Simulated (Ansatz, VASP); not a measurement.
# BN in VASP and in Ansatz

INCAR

```
SYSTEM = BN
PREC = Accurate
ENCUT = 520
EDIFF = 1E-7
ISMEAR = 0
SIGMA = 0.05
LREAL = .FALSE.
LASPH = .TRUE.
NELM = 60
ALGO = Normal
ISIF = 2
LWAVE = .FALSE.
LCHARG = .TRUE.
GGA = PS
LELF = .TRUE.
LVHAR = .TRUE.
NBANDS = 16
```

The input KPOINTS:

```
regular mesh
0
G
  12 12 4
  0 0 0
```

File POSCAR:

```
BN
1.0
    2.5645351314      0.0000000000      0.0000000000
   -1.2822675658      2.2209525727      0.0000000000
    0.0000000000      0.0000000000      6.8655170004
B N
2 2
Direct
    0.3333333333      0.6666666667      0.2500000000
    0.6666666667      0.3333333333      0.7500000000
    0.3333333333      0.6666666667      0.7500000000
    0.6666666667      0.3333333333      0.2500000000
```

Input for Ansatz:

```yaml
crystal:
  lattice:
    - [2.5645351314, 0.0, 0.0]
    - [-1.2822675658, 2.2209525727, 0.0]
    - [0.0, 0.0, 6.8655170004]
  atoms:
    - { symbol: B, position: [0.3333333333, 0.6666666667, 0.25] }
    - { symbol: B, position: [0.6666666667, 0.3333333333, 0.75] }
    - { symbol: "N", position: [0.3333333333, 0.6666666667, 0.75] }
    - { symbol: "N", position: [0.6666666667, 0.3333333333, 0.25] }
basis:
  ecutwfc: 520.0
kpoints:
  mp_grid: { grid: [12, 12, 4] }
hamiltonian:
  xc: pbesol
  pseudopotentials: { kind: paw, azcp: { folder: soft_1 } }
scf:
  occupations: { method: gaussian, width: 0.05 }
output:
  forces: true
  stress: true
  eigenvalues: true
```

Alike in both runs: task single point; functional PBEsol; k mesh 12 × 12 × 4; occupations gaussian, width 0.05 eV; no spin polarisation.

|  | VASP | Ansatz |
| --- | --- | --- |
| version | VASP 6.6.1 | Ansatz 0.2.0 |
| potentials or method | VASP PAW PBE potentials, release 64 (B, N), cutoff 520 eV | scalar-relativistic, plane waves, PAW |
| valence electrons in the cell | 16 | 16 |

```csv
,VASP,Ansatz,Ansatz less VASP
gap on the k mesh at the Fermi level (eV),4.10,4.11,+0.006
least direct gap on the mesh (eV),4.41,4.41,+0.003
pressure (GPa),-14.6,-15.0,-0.37
"traceless stress, the component that is largest in VASP (GPa)",14.67,15.19,+0.515
```

VASP's potentials were made for PBE, not for PBEsol, and Ansatz warns of the same on its side. The functional is the same, so the differences come from potentials, cutoffs and numerics.
